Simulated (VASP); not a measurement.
Set up this calculation in VASP 6.6.1, as the native input.

* Task: relaxation of cell and atoms
* Functional: PBE
* Potentials or basis: VASP PAW PBE potentials, release 64 (Mn_pv, H)
* Cutoff: 600 eV
* k mesh: 6 × 6 × 6
* Occupations: gaussian, width 0.1 eV
* Spin: collinear spin, ferromagnetic start
* Starting moments: [4.0, 0.0, 0.0, 0.0, 0.0] μB
* Dipole correction: no
* Further INCAR settings: ALGO = Normal; EDIFF = 1e-06; IBRION = 2; EDIFFG = -0.04; NSW = 90; ISIF = 3

The structure of MnH4 lies in POSCAR:

```
MnH4
1.0
    3.5468657000      0.0000000000      0.0000000000
    0.0000000000      3.5468657000      0.0000000000
    0.0000000000      0.0000000000      3.5468657000
Mn H
1 4
Direct
    0.5000000000      0.5000000000      0.5000000000
    0.0000000000      0.0000000000      0.0000000000
    0.5000000000      0.5000000000      0.0000000000
    0.5000000000      0.0000000000      0.5000000000
    0.0000000000      0.5000000000      0.5000000000
```

The cell was generated, and may not be a known phase.

The input as run:

INCAR

```
SYSTEM = MnH4
  PREC = Accurate
  ENCUT = 600
  EDIFF = 1E-6
  ISMEAR = 0
  SIGMA = 0.1
  LREAL = .FALSE.
  LASPH = .TRUE.
  NELM = 150
  ALGO = Normal
  ISIF = 3
  LWAVE = .FALSE.
  LCHARG = .FALSE.
  ISPIN = 2
  MAGMOM = 4 0 0 0 0
  LORBIT = 11
  LMAXMIX = 4
  GGA = PE
  IBRION = 2
  NSW = 90
  EDIFFG = -0.04
```

KPOINTS

```
regular mesh
0
G
  6 6 6
  0 0 0
```

Potentials or basis: VASP PAW PBE potentials, release 64 (Mn_pv, H).

The run is started by

```console
$ cat potpaw_PBE.64/Mn_pv/POTCAR potpaw_PBE.64/H/POTCAR > POTCAR
$ mpirun -np 1 vasp_std > vasp.out
```

It gave:

```yaml
Relaxed_volume: 7.86 Å³/atom
Relaxed_cell: a = 3.400 Å, b = 3.400 Å, c = 3.400 Å, α = 90.00°, β = 90.00°, γ = 90.00°
Space_group_after_relaxing_to_0.1_Å: Pm-3m (No. 221)
Energy_gained_by_relaxing: 17.3 meV/atom
Ionic_steps: 3
Pressure_after_relaxing: 0.6 GPa
Band_gap_on_the_k_mesh: zero (filled and empty bands overlap)
Net_moment: 3.01 μB per cell
Site_moments: Mn +3.63; H -0.29, -0.05 (each value once) μB
Valence_electrons_inside_the_program's_atomic_spheres: Mn 11.56; H 0.36, 0.57 (each value once)
```

It took 2.2 min on 1 thread of Oxide Virtual Turin-like Processor, on a shared host, peak memory 0.16 GiB.
